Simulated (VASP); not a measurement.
Write the native input for VASP 6.6.1 that does the following.

```
Task                   : single point
Functional             : PBE
Potentials or basis    : VASP PAW PBE potentials, release 64 (Li_sv, Os)
Cutoff                 : 520 eV
k mesh                 : 24 × 24 × 24
Occupations            : gaussian, width 0.1 eV
Spin                   : no spin polarisation
Dipole correction      : no
Further INCAR settings : ALGO = Normal; EDIFF = 1e-06; NBANDS = 12
```

The structure of LiOs lies in POSCAR:

```
LiOs
1.0
    1.3169180663      0.7603230001      4.5997068740
   -1.3169180663      0.7603230001      4.5997068740
    0.0000000000     -1.5206460001      4.5997068740
Li Os
1 1
Direct
    0.0000000000      0.0000000000      0.0000000000
    0.5000000000      0.5000000000      0.5000000000
```

One way to write it, as run:

INCAR

```
SYSTEM = LiOs
PREC = Accurate
ENCUT = 520
EDIFF = 1E-6
ISMEAR = 0
SIGMA = 0.1
LREAL = .FALSE.
LASPH = .TRUE.
NELM = 100
ALGO = Normal
ISIF = 2
LWAVE = .FALSE.
LCHARG = .TRUE.
GGA = PE
LELF = .TRUE.
LVHAR = .TRUE.
NBANDS = 12
```

KPOINTS

```
Automatic mesh
0
G
  24 24 24
  0 0 0
```

Potentials or basis: VASP PAW PBE potentials, release 64 (Li_sv, Os).

Launch:

```sh
$ cat potpaw_PBE.64/Li_sv/POTCAR potpaw_PBE.64/Os/POTCAR > POTCAR
$ mpirun -np 1 vasp_std > vasp.out
```

It took 13 min on 1 thread of Intel(R) Xeon(R) Platinum 8259CL CPU @ 2.50GHz (Skylake/Cascade Lake), with other jobs on the host, peak memory 0.6 GiB.
